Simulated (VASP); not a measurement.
A run of VASP 6.6.1 is set up as follows.

File INCAR:

```
SYSTEM = NdMo
PREC     = Accurate       ! precision mode
ENCUT    = 500            ! plane-wave cutoff, eV
EDIFF    = 1E-6           ! SCF threshold, eV
ISMEAR   = 0              ! smearing method
SIGMA    = 0.2            ! smearing width, eV
LREAL    = .FALSE.        ! projectors in reciprocal space
LASPH    = .TRUE.         ! aspherical terms in the spheres
NELM     = 200            ! most SCF steps
ALGO     = Normal         ! electronic algorithm
ISIF     = 2              ! what is computed and relaxed
LWAVE    = .FALSE.        ! write WAVECAR
LCHARG   = .FALSE.        ! write CHGCAR
GGA      = PE             ! functional
NBANDS   = 33             ! bands
GGA_COMPAT= .FALSE.      
LMAXMIX  = 6              ! l up to which the mixer works
```

Contents of KPOINTS:

```
regular mesh
0
G
  6 4 3
  0 0 0
```

The input POSCAR:

```
NdMo
1.0
    3.4171712838      0.0000000000      0.0000000000
    0.0000000000      4.1878750308      0.0000000000
    0.0000000000      0.0000000000      6.4117228358
Nd Mo
2 2
Direct
    0.0000000000      0.5000000000      0.1545553448
    0.5000000000      0.0000000000      0.8454446552
    0.0000000000      0.5000000000      0.5665255220
    0.5000000000      0.0000000000      0.4334744780
```

Potentials or basis: VASP PAW PBE potentials, release 64 (Nd_3, Mo_sv), 4f in core.

The run is started by

```sh
$ cat potpaw_PBE.64/Nd_3/POTCAR potpaw_PBE.64/Mo_sv/POTCAR > POTCAR
$ mpirun -np 1 vasp_std > vasp.out
```

(1) Estimate the largest force.

(2) Predict the pressure.

Answers

(1) 0.041 eV/Å.

(2) 0.4 GPa.

Caveat: the k points lie up to 0.38 Å⁻¹ apart, too coarse for converged energies and pressures of a metal.
